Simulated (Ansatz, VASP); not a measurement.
# Te in VASP and in Ansatz

INCAR

```
ALGO = Normal ; EDIFF = 1E-6
EDIFFG = -0.005 ; ENCUT = 600
GGA = PE ; IBRION = 2
ISIF = 3 ; ISMEAR = -1
LASPH = T ; LCHARG = F
LREAL = F ; LWAVE = F
NELM = 100 ; NSW = 60
PREC = Accurate ; SIGMA = 0.1
```

KPOINTS

```
k-points
0
Gamma
  15 15 13
```

File POSCAR:

```
Te
1.0
    3.3336828740      0.0000000000      0.0000000000
   -1.6668414370      2.8870540570      0.0000000000
    0.0000000000      0.0000000000      3.1336619016
Te
1
Direct
    0.0000000000      0.0000000000      0.0000000000
```

Input for Ansatz:

```yaml
crystal:
  lattice:
    - [3.333682874, 0.0, 0.0]
    - [-1.666841437, 2.887054057, 0.0]
    - [0.0, 0.0, 3.1336619016]
  atoms:
    - { symbol: Te, position: [0.0, 0.0, 0.0] }
kpoints:
  mp_grid: { grid: [15, 15, 13] }
scf:
  occupations: { method: fermi_dirac, width: 0.1 }
hamiltonian:
  xc: pbe
  pseudopotentials: { kind: paw }
output:
  forces: true
  stress: true
relax:
  f_tol: 0.005
  max_steps: 40
  cell: {}
```

Alike in both runs: task relaxation of cell and atoms; functional PBE; k mesh 15 × 15 × 13; occupations fermi-dirac, width 0.1 eV; no spin polarisation.

|  | VASP | Ansatz |
| --- | --- | --- |
| version | VASP 6.6.1 | Ansatz 0.2.0 |
| potentials or method | VASP PAW PBE potentials, release 64 (Te) | PAW with Ansatz's default frozen-core files, scalar-relativistic |
| plane-wave cutoff (eV) | 600 | 420 |
| valence electrons in the cell | 6 | 16 |

|  | VASP | Ansatz | Ansatz less VASP |
| --- | --- | --- | --- |
| relaxed volume (Å³/atom) | 31.11 | 31.12 | +0.015 |
| relaxed cell length with the largest relative difference (Å) | 3.128 | 3.131 | +0.0033 |

VASP's potentials hold 6 valence electrons a cell and Ansatz's 16, so a difference there can come from the potentials and not from the codes.

Spin-orbit coupling is off throughout.
